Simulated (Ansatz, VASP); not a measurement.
**PbS: VASP beside Ansatz**

```
CELL_PARAMETERS angstrom
0.00000 2.98723 2.98723
2.98723 0.00000 2.98723
2.98723 2.98723 0.00000
ATOMIC_POSITIONS crystal
Pb 0.00000 0.00000 0.00000
S 0.50000 0.50000 0.50000
```

Alike in both runs: task single point; functional r2SCAN; k mesh 6 × 6 × 6; no spin polarisation.

|  | VASP | Ansatz |
| --- | --- | --- |
| version | VASP 6.6.1 | Ansatz 0.2.0 |
| potentials or method | VASP PAW PBE potentials, release 64 (Pb_d, S) | plane waves, PAW |
| plane-wave cutoff (eV) | 520 | 500 |
| occupations | gaussian, width 0.01 eV | fixed |
| valence electrons in the cell | 20 | 20 |

Ansatz gave:

| Item | Value |
| --- | --- |
| gap on the k mesh at the Fermi level (eV) | 0.69 |
| pressure (GPa) | 0.0 |

What did VASP give for the same quantities?

gap on the k mesh at the Fermi level (eV): 0.70; pressure (GPa): 0.0.

VASP's potentials were made for PBE, not for r2SCAN.

Spin-orbit coupling is off throughout.
